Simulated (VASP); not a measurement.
# LiTbH4 (F-43m) in VASP: notebook

LiTbH4 is run at these levels: PBE; tasks: single point, relaxation of cell and atoms.

All numbers are computed with VASP 6.6.1; they aren't measurements. Logs are shortened: lines on timing, memory, paths and dates and some standing lists are left out, and cuts for length are marked.

**1. The cell of the first run**

It takes space group F-43m (No. 216, cubic). The conventional cell has a = 6.102 Å, b = 6.102 Å, c = 6.102 Å, α = 90.00°, β = 90.00°, γ = 90.00°. Within 2.1 Å of Li (site symmetry -43m) lie 4 H at 1.55 Å. Within 3.3 Å of Tb (site symmetry -43m) lie 12 H at 2.50 Å and 6 Li at 3.05 Å. H (site symmetry 3m) has 1 Li at 1.55 Å and 3 H at 1.78 Å within 2.1 Å.

The cell was built from a structure type or drawn by symmetry, and may not be a known phase.

**2. Single point, PBE**

Contents of INCAR:

```
PREC     = Accurate       # precision mode
ENCUT    = 750            # plane-wave cutoff, eV
EDIFF    = 1E-6           # SCF threshold, eV
ISMEAR   = 0              # smearing method
SIGMA    = 0.1            # smearing width, eV
LREAL    = F              # projectors in reciprocal space
LASPH    = T              # aspherical terms in the spheres
NELM     = 200            # most SCF steps
ALGO     = Normal         # electronic algorithm
ISIF     = 2              # what is computed and relaxed
LWAVE    = F              # write WAVECAR
LCHARG   = F              # write CHGCAR
GGA      = PE             # functional
NBANDS   = 17             # bands
GGA_COMPAT= F            
LMAXMIX  = 6              # l up to which the mixer works
```

Contents of KPOINTS:

```
regular mesh
0
Gamma
  4 4 4
```

Contents of POSCAR:

```
LiTbH4
1.0
    0.0000000000      3.0508735596      3.0508735596
    3.0508735596      0.0000000000      3.0508735596
    3.0508735596      3.0508735596      0.0000000000
Li Tb H
1 1 4
Direct
    0.0000000000      0.0000000000      0.0000000000
    0.5000000000      0.5000000000      0.5000000000
    0.8528894551      0.8528894551      0.8528894551
    0.8528894551      0.8528894551      0.4413316348
    0.8528894551      0.4413316348      0.8528894551
    0.4413316348      0.8528894551      0.8528894551
```

Potentials or basis: VASP PAW PBE potentials, release 64 (Li_sv, Tb_3, H), 4f in core.

Launch:

```sh
cat potpaw_PBE.64/Li_sv/POTCAR potpaw_PBE.64/Tb_3/POTCAR potpaw_PBE.64/H/POTCAR > POTCAR
mpirun -np 1 vasp_std > vasp.out
```

OUTCAR:

```text
PREC = Accurate
   ENCUT = 750
   EDIFF = 1E-6
   ISMEAR = 0
   LREAL = F
   LASPH = T
   NELM = 200
   ISIF = 2
   GGA = PE

 ion  position               nearest neighbor table
   1  0.000  0.000  0.000-   3 1.55   4 1.55   5 1.55   6 1.55   2 3.05   2 3.05   2 3.05   2 3.05
                             2 3.05   2 3.05
   2  0.500  0.500  0.500-   1 3.05   1 3.05   1 3.05   1 3.05   1 3.05   1 3.05
   3  0.853  0.853  0.853-   1 1.55
   4  0.853  0.853  0.441-   1 1.55
   5  0.853  0.441  0.853-   1 1.55
   6  0.441  0.853  0.853-   1 1.55

  LATTYP: Found a face centered cubic cell.
 ALAT       =     6.1017471192

  Lattice vectors:

 A1 = (   0.0000000000,   3.0508735596,   3.0508735596)
 A2 = (   3.0508735596,   0.0000000000,   3.0508735596)
 A3 = (   3.0508735596,   3.0508735596,   0.0000000000)

Analysis of symmetry for initial positions (statically):
=====================================================================
 Subroutine PRICEL returns:
 Original cell was already a primitive cell.

 Routine SETGRP: Setting up the symmetry group for a
 face centered cubic supercell.

 Subroutine GETGRP returns: Found 24 space group operations
 (whereof 24 operations were pure point group operations)
 out of a pool of 48 trial point group operations.

The static configuration has the point symmetry T_d .

Analysis of symmetry for dynamics (positions and initial velocities):
=====================================================================
 Subroutine PRICEL returns:
 Original cell was already a primitive cell.

 Routine SETGRP: Setting up the symmetry group for a
 face centered cubic supercell.

 Subroutine GETGRP returns: Found 24 space group operations
 (whereof 24 operations were pure point group operations)
 out of a pool of 48 trial point group operations.

The dynamic configuration has the point symmetry T_d .

 Subroutine INISYM returns: Found 24 space group operations
 (whereof 24 operations are pure point group operations),
 and found     1 'primitive' translations

----------------------------------------------------------------------------------------

                                     Primitive cell

  volume of cell :      56.7940

  direct lattice vectors                    reciprocal lattice vectors
     0.000000000  3.050873560  3.050873560    -0.163887487  0.163887487  0.163887487
     3.050873560  0.000000000  3.050873560     0.163887487 -0.163887487  0.163887487
     3.050873560  3.050873560  0.000000000     0.163887487  0.163887487 -0.163887487

  length of vectors
     4.314586765  4.314586765  4.314586765     0.283861454  0.283861454  0.283861454

  position of ions in fractional coordinates (direct lattice)
     0.000000000  0.000000000  0.000000000
     0.500000000  0.500000000  0.500000000
     0.852889455  0.852889455  0.852889455
     0.852889455  0.852889455  0.441331635
     0.852889455  0.441331635  0.852889455
     0.441331635  0.852889455  0.852889455

  ion indices of the primitive-cell ions
   primitive index   ion index
                 1           1
                 2           2
                 3           3
                 4           4
                 5           5
                 6           6

----------------------------------------------------------------------------------------

 KPOINTS: regular mesh

Automatic generation of k-mesh.
 Grid dimensions read from file:
 generate k-points for:    4    4    4

 Generating k-lattice:

  Cartesian coordinates                     Fractional coordinates (reciprocal lattice)
    -0.040971872  0.040971872  0.040971872     0.250000000  0.000000000  0.000000000
     0.040971872 -0.040971872  0.040971872     0.000000000  0.250000000  0.000000000
     0.040971872  0.040971872 -0.040971872     0.000000000  0.000000000  0.250000000

  Length of vectors
     0.070965363  0.070965363  0.070965363

  Shift w.r.t. Gamma in fractional coordinates (k-lattice)
     0.000000000  0.000000000  0.000000000

 Subroutine IBZKPT returns following result:
 ===========================================

 Found      8 irreducible k-points:

 Following reciprocal coordinates:
            Coordinates               Weight
  0.000000  0.000000  0.000000      1.000000
  0.250000  0.000000  0.000000      8.000000
  0.500000  0.000000  0.000000      4.000000
  0.250000  0.250000  0.000000      6.000000
  0.500000  0.250000  0.000000     24.000000
 -0.250000  0.250000  0.000000     12.000000
  0.500000  0.500000  0.000000      3.000000
 -0.250000  0.500000  0.250000      6.000000
   k-points           NKPTS =      8   k-points in BZ     NKDIM =      8   number of bands    NBANDS=     17
   number of dos      NEDOS =    301   number of ions     NIONS =      6
   total plane-waves  NPLWV =  64000
   dimension x,y,z NGX =    40 NGY =   40 NGZ =   40
   dimension x,y,z NGXF=    80 NGYF=   80 NGZF=   80
   ions per type =               1   1   4
   NGX,Y,Z   is equivalent  to a cutoff of  15.41, 15.41, 15.41 a.u.
   NGXF,Y,Z  is equivalent  to a cutoff of  30.82, 30.82, 30.82 a.u.
 SYSTEM =  unknown system
   PREC   = accura    normal or accurate (medium, high low for compatibility)
   ISTART =      0    job   : 0-new  1-cont  2-samecut
   ICHARG =      2    charge: 1-file 2-atom 10-const
   ISPIN  =      1    spin polarized calculation?
   LNONCOLLINEAR =      F non collinear calculations
   LSORBIT =      F    spin-orbit coupling
   LASPH  =      T    aspherical Exc in radial PAW
   ENCUT  =  750.0 eV  55.12 Ry    7.42 a.u.   9.63  9.63  9.63*2*pi/ulx,y,z
   NELM   =    200;   NELMIN=  2; NELMDL= -5     # of ELM steps
   EDIFF  = 0.1E-05   stopping-criterion for ELM
   LREAL  =      F    real-space projection
   EDIFFG = 0.1E-04   stopping-criterion for IOM
   NSW    =      0    number of steps for IOM
   IBRION =     -1    ionic relax: 0-MD 1-quasi-New 2-CG
   NFREE  =      0    steps in history (QN), initial steepest desc. (CG)
   ISIF   =      2    stress and relaxation
   ISYM   =      2    0-nonsym 1-usesym 2-fastsym
   POTIM  = 0.5000    time-step for ionic-motion
   TEBEG  =    0.0;   TEEND  =   0.0 temperature during run
   PSTRESS=    0.0 pullay stress
   NELECT =      16.0000    total number of electrons
   NUPDOWN=      -1.0000    fix difference up-down
   EMIN   =  10.00;   EMAX   =-10.00  energy-range for DOS
   EFERMI =   0.00;   METHOD = LEGACY
   ISMEAR =     0;   SIGMA  =   0.10  broadening in eV -4-tet -1-fermi 0-gaus
   EFERMI_NEDOS =   21; number of points for ismear=-14 and -15
   IALGO  =     38    algorithm
   IMIX   =      4    mixing-type and parameters
     AMIX     =   0.40;   BMIX     =  1.00
     AMIX_MAG =   1.60;   BMIX_MAG =  1.00
  volume/ion in A,a.u.               =       9.47        63.88
  Fermi-wavevector in a.u.,A,eV,Ry     =   1.073200  2.028054 15.670619  1.151758
  Thomas-Fermi vector in A             =   2.208992
   LORBIT       =      0    0 simple, 1 ext, 2 COOP (PROOUT), +10 PAW based schemes
   GGA     = PE    functional components
   LHFCALC =     F    Hartree Fock is set to
   AEXX    =    0.0000 exact exchange contribution
   IVDW    =     0    specifies the selected vdW correction
   LEPSILON=     F    determine dielectric tensor
   LRPA    =     F    only Hartree local field effects (RPA)
 non-spin polarized calculation
 Gauss-broadening in eV      SIGMA  =   0.10
  energy-cutoff  :      750.00
  volume of cell :       56.79
 maximum number of plane-waves:      2685
 NGX is ok and might be reduce to    40
   NGX = 19   NGY = 19   NGZ = 19

 number of electron      16.0000001 magnetization

 Free energy of the ion-electron system (eV)
  ---------------------------------------------------
  ext. energy  EPLUGINS =         0.00000000
  ---------------------------------------------------
  free energy    TOTEN  =       -20.34476825 eV

  energy without entropy =      -20.34476825  energy(sigma->0) =      -20.34476825

 E-fermi :   1.4773     XC(G=0):  -9.5048

 val. band max:        0.8898955273   @ k =   0.5000   0.5000   0.0000
 cond. band min:       2.1080582629   @ k =   0.5000   0.5000   0.0000
 fundamental gap:      1.2181627356
 Fermi energy:         1.4773136176

 k-point     1 :       0.0000    0.0000    0.0000
  band No.  band energies     occupation
      1     -41.7066      2.00000
      2     -20.6857      2.00000
      3     -20.6857      2.00000
      4     -20.6857      2.00000
      5      -5.9071      2.00000
      6       0.7238      2.00000
[... 9 lines left out ...]
     16      12.6162      0.00000
     17      12.6162      0.00000

 k-point     2 :       0.2500    0.0000    0.0000
  band No.  band energies     occupation
      1     -41.7065      2.00000
      2     -20.7504      2.00000
      3     -20.6938      2.00000
      4     -20.6938      2.00000
      5      -5.3282      2.00000
      6      -0.3708      2.00000
[... 9 lines left out ...]
     16      11.0067      0.00000
     17      11.0067      0.00000

 k-point     3 :       0.5000    0.0000    0.0000
  band No.  band energies     occupation
      1     -41.7064      2.00000
      2     -20.8136      2.00000
      3     -20.7020      2.00000
      4     -20.7020      2.00000
      5      -4.6187      2.00000
      6      -1.2265      2.00000
[... 9 lines left out ...]
     16      10.9152      0.00000
     17      12.2997      0.00000

 k-point     4 :       0.2500    0.2500    0.0000
  band No.  band energies     occupation
      1     -41.7064      2.00000
      2     -20.7478      2.00000
      3     -20.7093      2.00000
      4     -20.7093      2.00000
      5      -5.1190      2.00000
      6      -0.7785      2.00000
[... 9 lines left out ...]
     16      10.5104      0.00000
     17      10.5104      0.00000

 k-point     5 :       0.5000    0.2500    0.0000
  band No.  band energies     occupation
      1     -41.7062      2.00000
      2     -20.7941      2.00000
      3     -20.7360      2.00000
      4     -20.7175      2.00000
      5      -4.3684      2.00000
      6      -1.3257      2.00000
[... 9 lines left out ...]
     16      10.7529      0.00000
     17      11.8012      0.00000

 k-point     6 :      -0.2500    0.2500    0.0000
  band No.  band energies     occupation
      1     -41.7063      2.00000
      2     -20.7783      2.00000
      3     -20.7394      2.00000
      4     -20.7020      2.00000
      5      -4.6345      2.00000
      6      -0.8628      2.00000
[... 9 lines left out ...]
     16      11.4303      0.00000
     17      12.2103      0.00000

 k-point     7 :       0.5000    0.5000    0.0000
  band No.  band energies     occupation
      1     -41.7061      2.00000
      2     -20.8109      2.00000
      3     -20.7329      2.00000
      4     -20.7329      2.00000
      5      -4.0684      2.00000
      6      -1.9173      2.00000
[... 9 lines left out ...]
     16      12.1029      0.00000
     17      12.1029      0.00000

 k-point     8 :      -0.2500    0.5000    0.2500
  band No.  band energies     occupation
      1     -41.7061      2.00000
      2     -20.7818      2.00000
      3     -20.7622      2.00000
      4     -20.7318      2.00000
      5      -4.0853      2.00000
      6      -1.3347      2.00000
[... 9 lines left out ...]
     16      10.6921      0.00000
     17      13.2187      0.00000

------------------------ aborting loop because EDIFF is reached ----------------------------------------

  FORCE on cell =-STRESS in cart. coord.  units (eV):
  Direction    XX          YY          ZZ          XY          YZ          ZX
  --------------------------------------------------------------------------------------
  -------------------------------------------------------------------------------------
  Total        0.0012446      0.0012446      0.0012446      0.0000000      0.0000000      0.0000000
  in kB        0.0351099      0.0351099      0.0351099      0.0000000      0.0000000      0.0000000
  external PRESSURE =       0.0351099 kB  Pullay stress =       0.0000000 kB

 VOLUME and BASIS-vectors are now :
 -----------------------------------------------------------------------------
  energy-cutoff  :      750.00
  volume of cell :       56.79
      direct lattice vectors                 reciprocal lattice vectors
     0.000000000  3.050873560  3.050873560    -0.163887487  0.163887487  0.163887487
     3.050873560  0.000000000  3.050873560     0.163887487 -0.163887487  0.163887487
     3.050873560  3.050873560  0.000000000     0.163887487  0.163887487 -0.163887487

 POSITION                                       TOTAL-FORCE (eV/Angst)
 -----------------------------------------------------------------------------------
      0.00000      0.00000      0.00000        -0.000000     -0.000000      0.000000
      3.05087      3.05087      3.05087        -0.000000     -0.000000      0.000000
      5.20412      5.20412      5.20412        -0.009167     -0.009167     -0.009167
      3.94850      3.94850      5.20412         0.009167      0.009167     -0.009167
      3.94850      5.20412      3.94850         0.009167     -0.009167      0.009167
      5.20412      3.94850      3.94850        -0.009167      0.009167      0.009167
 -----------------------------------------------------------------------------------
    total drift:                               -0.000000     -0.000000     -0.000000

  FREE ENERGIE OF THE ION-ELECTRON SYSTEM (eV)
  ---------------------------------------------------
  free  energy   TOTEN  =       -20.3447682466 eV

  energy  without entropy=      -20.3447682466  energy(sigma->0) =      -20.34476825
```

It took 9.1 s on 1 thread of Intel Xeon 6975P-C (Granite Rapids), shared host; peak memory 0.25 GiB.

What came out:

| Item | Value |
| --- | --- |
| Free energy | -20.3448 eV |
| Pressure | 0.0 GPa |
| Largest force | 0.016 eV/Å |
| Band gap on the k mesh | 1.22 eV |

Forces in eV/Å, atoms in the order of the input:
```
Li   0.000  0.000  0.000
Tb   0.000  0.000  0.000
H   -0.009 -0.009 -0.009
H    0.009  0.009 -0.009
H    0.009 -0.009  0.009
H   -0.009  0.009  0.009
```

Caveat: the k points lie up to 0.45 Å⁻¹ apart; spin-orbit coupling is left out, which moves the levels of the heavy elements; the 4f electrons are frozen in the core, so they carry no moment and show no levels. Spin polarisation is off, so any magnetic state and its effect on volume and gap are missing.

(Continued in part 2 of 3.)
